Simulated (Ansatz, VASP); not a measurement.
## One calculation of HfO2, two programs

```xyz
6
Lattice="4.8709 0.0000 0.0000 0.0000 4.8709 0.0000 0.0000 0.0000 3.2368" Properties=species:S:1:pos:R:3 pbc="T T T"
Hf    0.0000    0.0000    0.0000
Hf    2.4354    2.4354    1.6184
O     0.9497    3.9211    1.6184
O     1.4857    1.4857    0.0000
O     3.3852    3.3852    0.0000
O     3.9211    0.9497    1.6184
```

Change from the starting cell: mode 16 frozen in at +0.000 Å, equal normal strain along x, y and z +0.0083.

Alike in both runs: task single point; functional PBEsol; k mesh 6 × 6 × 8; occupations gaussian, width 0.05 eV; no spin polarisation.

```csv
,VASP,Ansatz
version,VASP 6.6.1,Ansatz 0.2.0
potentials or method,"VASP PAW PBE potentials, release 64 (Hf_pv, O), cutoff 520 eV","scalar-relativistic, plane waves, PAW"
valence electrons in the cell,44,76
```

Ansatz gave:

* gap on the k mesh at the Fermi level (eV): 3.80
* least direct gap on the mesh (eV): 3.80
* pressure (GPa): -5.4
* traceless stress, the component that is largest in VASP (GPa): -1.00
* rms of the force components (eV/Å): 0.039

Task: Estimate VASP's values.

Result: gap on the k mesh at the Fermi level (eV): 3.74; least direct gap on the mesh (eV): 3.74; pressure (GPa): -8.1; traceless stress, the component that is largest in VASP (GPa): -1.44; rms of the force components (eV/Å): 0.061.

VASP's potentials were made for PBE, not for PBEsol, and Ansatz warns of the same on its side. Atom by atom the forces differ by 0.022 eV/Å (rms over components). VASP's potentials hold 44 valence electrons a cell and Ansatz's 76, so a difference there can come from the potentials and not from the codes.

Neither program's run includes spin-orbit coupling.
